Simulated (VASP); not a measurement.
# Ir (C2/m) in VASP: a series of runs

The runs below take Ir through single point, with LDA.

Everything below comes from runs of VASP 6.6.1. Logs are shortened: lines on timing, memory, paths and dates and some standing lists are left out, and cuts for length are marked.

### 1 The cell of the first run

Symmetry: C2/m, No. 12, monoclinic system. Conventional cell: a = 4.158 Å, b = 2.695 Å, c = 2.713 Å, α = 90.00°, β = 116.11°, γ = 90.00°. Ir (site symmetry 2/m) has 12 Ir at 2.48 to 2.92 Å within 3.3 Å.

### 2 Single point, LDA (engineering shear strain xz -0.1650, engineering shear strain yz -0.1650)

File INCAR:

```
SYSTEM = Ir
ALGO = Fast
EDIFF = 1E-6
ENCUT = 520
GGA = CA
ISIF = 2
ISMEAR = 0
LASPH = .TRUE.
LCHARG = .FALSE.
LREAL = .FALSE.
LWAVE = .FALSE.
NBANDS = 10
NELM = 60
PREC = Accurate
SIGMA = 0.15
```

File KPOINTS:

```
k-points
0
G
  20 20 20
  0 0 0
```

File POSCAR:

```
Ir
1.0
   -0.1571959003      1.7482089524      1.7482089524
    1.7482089524     -0.1571959003      1.7482089524
    1.9054048527      1.9054048527     -0.3143918007
Ir
1
Direct
    0.0000000000      0.0000000000      0.0000000000
```

Potentials or basis: VASP PAW LDA potentials, release 64 (Ir).

On the command line:

```bash
cat potpaw_LDA.64/Ir/POTCAR > POTCAR
mpirun -np 1 vasp_std > vasp.out
```

OUTCAR:

```text
SYSTEM = Ir
   EDIFF = 1E-6
   ENCUT = 520
   GGA = CA
   ISIF = 2
   ISMEAR = 0
   LASPH = .TRUE.
   LREAL = .FALSE.
   NELM = 60
   PREC = Accurate

 ion  position               nearest neighbor table
   1  0.000  0.000  0.000-

  LATTYP: Found a base centered monoclinic cell.
 ALAT       =     4.1578339588
 B/A-ratio  =     0.6480897052
 C/A-ratio  =     0.6524858556
 COS(beta)  =    -0.4400572083

  Lattice vectors:

 A1 = (   0.1571959003,  -1.7482089524,  -1.7482089524)
 A2 = (  -1.7482089524,   0.1571959003,  -1.7482089524)
 A3 = (   1.9054048527,   1.9054048527,  -0.3143918007)

Analysis of symmetry for initial positions (statically):
=====================================================================
 Subroutine PRICEL returns:
 Original cell was already a primitive cell.

 Routine SETGRP: Setting up the symmetry group for a
 base centered monoclinic supercell.

 Subroutine GETGRP returns: Found  4 space group operations
 (whereof  4 operations were pure point group operations)
 out of a pool of  4 trial point group operations.

The static configuration has the point symmetry C_2h.

Analysis of symmetry for dynamics (positions and initial velocities):
=====================================================================
 Subroutine PRICEL returns:
 Original cell was already a primitive cell.

 Routine SETGRP: Setting up the symmetry group for a
 base centered monoclinic supercell.

 Subroutine GETGRP returns: Found  4 space group operations
 (whereof  4 operations were pure point group operations)
 out of a pool of  4 trial point group operations.

The dynamic configuration has the point symmetry C_2h.

 Subroutine INISYM returns: Found  4 space group operations
 (whereof  4 operations are pure point group operations),
 and found     1 'primitive' translations

----------------------------------------------------------------------------------------

                                     Primitive cell

  volume of cell :      13.6471

  direct lattice vectors                    reciprocal lattice vectors
    -0.157195900  1.748208952  1.748208952    -0.240463718  0.284359129  0.266032795
     1.748208952 -0.157195900  1.748208952     0.284359129 -0.240463718  0.266032795
     1.905404853  1.905404853 -0.314391801     0.244085089  0.244085089 -0.222137384

  length of vectors
     2.477333170  2.477333170  2.712927848     0.457664028  0.457664028  0.410487611

  position of ions in fractional coordinates (direct lattice)
     0.000000000  0.000000000  0.000000000

  ion indices of the primitive-cell ions
   primitive index   ion index
                 1           1

----------------------------------------------------------------------------------------

 KPOINTS: k-points

Automatic generation of k-mesh.
 Grid dimensions read from file:
 generate k-points for:   20   20   20

 Generating k-lattice:

  Cartesian coordinates                     Fractional coordinates (reciprocal lattice)
    -0.012023186  0.014217956  0.013301640     0.050000000  0.000000000  0.000000000
     0.014217956 -0.012023186  0.013301640     0.000000000  0.050000000  0.000000000
     0.012204254  0.012204254 -0.011106869     0.000000000  0.000000000  0.050000000

  Length of vectors
     0.022883201  0.022883201  0.020524381

  Shift w.r.t. Gamma in fractional coordinates (k-lattice)
     0.000000000  0.000000000  0.000000000

 Subroutine IBZKPT returns following result:
 ===========================================

 Found   2112 irreducible k-points:

 Following reciprocal coordinates:
            Coordinates               Weight
  0.000000  0.000000  0.000000      1.000000
  0.050000  0.000000  0.000000      4.000000
  0.100000  0.000000 -0.000000      4.000000
  0.150000  0.000000  0.000000      4.000000
  0.200000  0.000000 -0.000000      4.000000
  0.250000  0.000000  0.000000      4.000000
[... 16 lines left out ...]
 -0.400000  0.050000 -0.000000      4.000000
 -0.350000  0.050000  0.000000      4.000000
 [... further k-points ...]
   k-points           NKPTS =   2112   k-points in BZ     NKDIM =   2112   number of bands    NBANDS=     10
   number of dos      NEDOS =    301   number of ions     NIONS =      1
   total plane-waves  NPLWV =   6480
   dimension x,y,z NGX =    18 NGY =   18 NGZ =   20
   dimension x,y,z NGXF=    36 NGYF=   36 NGZF=   40
   ions per type =               1
   NGX,Y,Z   is equivalent  to a cutoff of  12.08, 12.08, 12.26 a.u.
   NGXF,Y,Z  is equivalent  to a cutoff of  24.16, 24.16, 24.51 a.u.
 SYSTEM =  Ir
   PREC   = accura    normal or accurate (medium, high low for compatibility)
   ISTART =      0    job   : 0-new  1-cont  2-samecut
   ICHARG =      2    charge: 1-file 2-atom 10-const
   ISPIN  =      1    spin polarized calculation?
   LNONCOLLINEAR =      F non collinear calculations
   LSORBIT =      F    spin-orbit coupling
   LASPH  =      T    aspherical Exc in radial PAW
   ENCUT  =  520.0 eV  38.22 Ry    6.18 a.u.   4.61  4.61  5.04*2*pi/ulx,y,z
   NELM   =     60;   NELMIN=  2; NELMDL= -5     # of ELM steps
   EDIFF  = 0.1E-05   stopping-criterion for ELM
   LREAL  =      F    real-space projection
   EDIFFG = 0.1E-04   stopping-criterion for IOM
   NSW    =      0    number of steps for IOM
   IBRION =     -1    ionic relax: 0-MD 1-quasi-New 2-CG
   NFREE  =      0    steps in history (QN), initial steepest desc. (CG)
   ISIF   =      2    stress and relaxation
   ISYM   =      2    0-nonsym 1-usesym 2-fastsym
   POTIM  = 0.5000    time-step for ionic-motion
   TEBEG  =    0.0;   TEEND  =   0.0 temperature during run
   PSTRESS=    0.0 pullay stress
   NELECT =       9.0000    total number of electrons
   NUPDOWN=      -1.0000    fix difference up-down
   EMIN   =  10.00;   EMAX   =-10.00  energy-range for DOS
   EFERMI =   0.00;   METHOD = LEGACY
   ISMEAR =     0;   SIGMA  =   0.15  broadening in eV -4-tet -1-fermi 0-gaus
   EFERMI_NEDOS =   21; number of points for ismear=-14 and -15
   IALGO  =     68    algorithm
   IMIX   =      4    mixing-type and parameters
     AMIX     =   0.40;   BMIX     =  1.00
     AMIX_MAG =   1.60;   BMIX_MAG =  1.00
  volume/ion in A,a.u.               =      13.65        92.09
  Fermi-wavevector in a.u.,A,eV,Ry     =   1.424981  2.692825 27.627612  2.030572
  Thomas-Fermi vector in A             =   2.545414
   LORBIT       =      0    0 simple, 1 ext, 2 COOP (PROOUT), +10 PAW based schemes
   GGA     = CA    functional components
   LHFCALC =     F    Hartree Fock is set to
   AEXX    =    0.0000 exact exchange contribution
   IVDW    =     0    specifies the selected vdW correction
   LEPSILON=     F    determine dielectric tensor
   LRPA    =     F    only Hartree local field effects (RPA)
 non-spin polarized calculation
 RMM-DIIS sequential band-by-band and
 Gauss-broadening in eV      SIGMA  =   0.15
  energy-cutoff  :      520.00
  volume of cell :       13.65
 maximum number of plane-waves:       379
   NGX =  9   NGY =  9   NGZ = 11

 number of electron       9.0000000 magnetization

 Free energy of the ion-electron system (eV)
  ---------------------------------------------------
  ext. energy  EPLUGINS =         0.00000000
  ---------------------------------------------------
  free energy    TOTEN  =        -9.65313321 eV

  energy without entropy =       -9.64026179  energy(sigma->0) =       -9.64669750

 E-fermi :  10.7947     XC(G=0): -14.3025

 val. band max:       10.7925888486   @ k =  -0.3500   0.0000   0.1000
 cond. band min:      10.7952850124   @ k =  -0.1000   0.0000   0.3000
 fundamental gap:      0.0026961638
 Fermi energy:        10.7946998905

 k-point     1 :       0.0000    0.0000    0.0000
  band No.  band energies     occupation
      1      -0.5189      2.00000
      2       5.0251      2.00000
      3       5.6817      2.00000
      4       8.7284      2.00000
      5      10.4374      1.99924
      6      10.4545      1.99866
      7      24.5422      0.00000
      8      28.3542      0.00000
      9      31.3591      0.00000
     10      35.7683      0.00000

 k-point     2 :       0.0500    0.0000    0.0000
  band No.  band energies     occupation
      1      -0.3979      2.00000
      2       5.0749      2.00000
      3       5.6896      2.00000
      4       8.7377      2.00000
      5      10.3502      1.99997
      6      10.4133      1.99968
      7      24.7632      0.00000
      8      28.4913      0.00000
      9      31.0239      0.00000
     10      35.4197      0.00000

 k-point     3 :       0.1000    0.0000   -0.0000
  band No.  band energies     occupation
      1      -0.0476      2.00000
      2       5.2094      2.00000
      3       5.7073      2.00000
      4       8.7956      2.00000
      5      10.1051      2.00000
      6      10.3161      1.99999
      7      25.3703      0.00000
      8      28.5772      0.00000
      9      30.5604      0.00000
     10      35.4718      0.00000

 k-point     4 :       0.1500    0.0000    0.0000
  band No.  band energies     occupation
      1       0.4910      2.00000
      2       5.3633      2.00000
      3       5.7568      2.00000
      4       8.9610      2.00000
      5       9.7966      2.00000
      6      10.1861      2.00000
      7      26.1439      0.00000
      8      27.8896      0.00000
      9      31.0720      0.00000
     10      35.8915      0.00000

 k-point     5 :       0.2000    0.0000   -0.0000
  band No.  band energies     occupation
      1       1.1368      2.00000
      2       5.4143      2.00000
      3       5.9436      2.00000
      4       9.2227      2.00000
      5       9.5468      2.00000
      6      10.1011      2.00000
      7      26.0418      0.00000
      8      27.5923      0.00000
      9      32.2109      0.00000
     10      35.7668      0.00000

 k-point     6 :       0.2500    0.0000    0.0000
  band No.  band energies     occupation
      1       1.7545      2.00000
      2       5.3989      2.00000
      3       6.2837      2.00000
      4       9.3495      2.00000
      5       9.4685      2.00000
      6      10.3073      2.00000
      7      24.7814      0.00000
      8      27.8841      0.00000
      9      33.1982      0.00000
     10      34.6655      0.00000
[... 183 lines left out ...]
 k-point    21 :       0.5000    0.0500   -0.0000
  band No.  band energies     occupation
      1       2.5124      2.00000
      2       5.1213      2.00000
      3       8.8739      2.00000
      4       9.5835      2.00000
      5      10.4706      1.99775
      6      12.9479      0.00000
      7      19.4674      0.00000
      8      25.3145      0.00000
      9      28.8696      0.00000
     10      33.5655      0.00000

 k-point    22 :      -0.4500    0.0500    0.0000
  band No.  band energies     occupation
      1       2.5065      2.00000
      2       5.1628      2.00000
      3       8.8333      2.00000
      4       9.3676      2.00000
      5      10.7422      1.37936
      6      12.7186      0.00000
      7      19.5570      0.00000
      8      25.4212      0.00000
      9      28.9006      0.00000
     10      33.7203      0.00000

 k-point    23 :      -0.4000    0.0500   -0.0000
  band No.  band energies     occupation
      1       2.5179      2.00000
      2       5.2591      2.00000
      3       8.5957      2.00000
      4       8.9648      2.00000
      5      10.5452      1.98133
      6      12.3606      0.00000
      7      20.3021      0.00000
      8      25.9040      0.00000
      9      29.3822      0.00000
     10      34.4857      0.00000

 k-point    24 :      -0.3500    0.0500    0.0000
  band No.  band energies     occupation
      1       2.5039      2.00000
      2       5.3716      2.00000
      3       7.7733      2.00000
      4       9.0008      2.00000
      5      10.0549      2.00000
      6      11.9007      0.00000
      7      21.5220      0.00000
      8      26.6347      0.00000
      9      30.2896      0.00000
     10      35.5530      0.00000

 [... further k-points ...]
[... 5 lines left out ...]
  --------------------------------------------------------------------------------------
  -------------------------------------------------------------------------------------
  Total        2.0785182      2.0785182      4.0858599      0.1157625      3.6028727      3.6028726
  in kB      244.0197906    244.0197906    479.6834055     13.5906152    422.9803025    422.9802963
  external PRESSURE =     322.5743289 kB  Pullay stress =       0.0000000 kB

 VOLUME and BASIS-vectors are now :
 -----------------------------------------------------------------------------
  energy-cutoff  :      520.00
  volume of cell :       13.65
      direct lattice vectors                 reciprocal lattice vectors
    -0.157195900  1.748208952  1.748208952    -0.240463718  0.284359129  0.266032795
     1.748208952 -0.157195900  1.748208952     0.284359129 -0.240463718  0.266032795
     1.905404853  1.905404853 -0.314391801     0.244085089  0.244085089 -0.222137384

 POSITION                                       TOTAL-FORCE (eV/Angst)
 -----------------------------------------------------------------------------------
      0.00000      0.00000      0.00000         0.000000      0.000000     -0.000000
 -----------------------------------------------------------------------------------
    total drift:                                0.000000      0.000000     -0.000000

  FREE ENERGIE OF THE ION-ELECTRON SYSTEM (eV)
  ---------------------------------------------------
  free  energy   TOTEN  =        -9.6531332069 eV

  energy  without entropy=       -9.6402617948  energy(sigma->0) =       -9.64669750
```

Wall time 86 s (1 thread of Intel Xeon 6975P-C (Granite Rapids), shared host); peak memory 0.39 GiB.

What came out:

```yaml
Free_energy: -9.6531 eV
Pressure: 32.3 GPa
Band_gap_on_the_k_mesh: zero (an odd number of electrons rules out a gap without spin polarisation)
```

Stress tensor (GPa, compression positive):
```
24.40  1.36 42.30
 1.36 24.40 42.30
42.30 42.30 47.97
```

Levels at points of the mesh, in eV from the Fermi level:
| k point | band 1 | band 2 | band 3 | band 4 | band 5 | band 6 | band 7 | band 8 | band 9 |
| --- | --- | --- | --- | --- | --- | --- | --- | --- | --- |
| (0.00, 0.00, 0.00) | -11.31 | -5.77 | -5.11 | -2.07 | -0.36 | -0.34 | 13.75 | 17.56 | 20.56 |
| (0.50, 0.00, 0.00) | -8.41 | -5.70 | -1.84 | -0.59 | -0.53 | 1.75 | 8.68 | 14.28 | 18.10 |
| (0.50, 0.50, 0.00) | -8.41 | -7.44 | 0.08 | 0.83 | 2.38 | 3.05 | 12.01 | 12.22 | 12.64 |
| (0.00, 0.00, 0.50) | -8.88 | -5.26 | -2.35 | -2.03 | 0.31 | 1.21 | 5.54 | 15.53 | 20.90 |
| (0.50, 0.00, 0.50) | -8.33 | -7.74 | 0.69 | 1.54 | 2.11 | 2.36 | 9.25 | 11.71 | 15.64 |
| (0.50, 0.50, 0.50) | -8.29 | -5.56 | -3.64 | 1.03 | 1.51 | 2.78 | 10.97 | 12.66 | 17.25 |

Caveat: the cell differs from its parent crystal (engineering shear strain xz -0.1650, engineering shear strain yz -0.1650); the cell stands under pressure; spin-orbit coupling is left out, which moves the levels of the heavy elements.

### 3 Single point, LDA (engineering shear strain xz -0.1100, engineering shear strain yz -0.1100)

File INCAR:

```
PREC = Accurate
ENCUT = 520
EDIFF = 1E-7
ISMEAR = 0
SIGMA = 0.15
LREAL = False
LASPH = True
NELM = 80
ALGO = Fast
ISIF = 2
LWAVE = False
LCHARG = False
GGA = CA
NBANDS = 10
```

File KPOINTS:

```
Automatic mesh
0
Gamma
  20 20 20
```

File POSCAR:

```
Ir
1.0
   -0.1047972669      1.8006075858      1.8006075858
    1.8006075858     -0.1047972669      1.8006075858
    1.9054048527      1.9054048527     -0.2095945338
Ir
1
Direct
    0.0000000000      0.0000000000      0.0000000000
```

Potentials or basis: VASP PAW LDA potentials, release 64 (Ir).

On the command line:

```bash
cat potpaw_LDA.64/Ir/POTCAR > POTCAR
mpirun -np 1 vasp_std > vasp.out
```

Wall time 2.2 min (1 thread of Intel Xeon 6975P-C (Granite Rapids), shared host); peak memory 0.4 GiB.

Results (log left out):

```
Free energy            : -10.0210 eV
Pressure               : 15.8 GPa
Band gap on the k mesh : zero (an odd number of electrons rules out a gap without spin polarisation)
```

Stress tensor (GPa, compression positive):
```
12.40  1.07 30.88
 1.07 12.40 30.88
30.88 30.88 22.61
```

Levels at points of the mesh, in eV from the Fermi level:
```
           k point  band 2  band 3  band 4  band 5  band 6  band 7
(0.00, 0.00, 0.00)   -5.23   -4.56   -2.74   -0.81   -0.77   14.09
(0.50, 0.00, 0.00)   -5.27   -2.67   -0.65   -0.01    1.59    8.05
(0.50, 0.50, 0.00)   -7.56    0.41    1.21    2.04    2.37   11.49
(0.00, 0.00, 0.50)   -4.79   -3.01   -1.69    0.40    1.12    6.10
(0.50, 0.00, 0.50)   -7.65    0.74    1.55    1.92    2.02    9.99
(0.50, 0.50, 0.50)   -5.09   -3.74    0.63    0.92    2.04    9.62
```

Caveat: the cell differs from its parent crystal (engineering shear strain xz -0.1100, engineering shear strain yz -0.1100); the cell stands under pressure; spin-orbit coupling is left out, which moves the levels of the heavy elements.
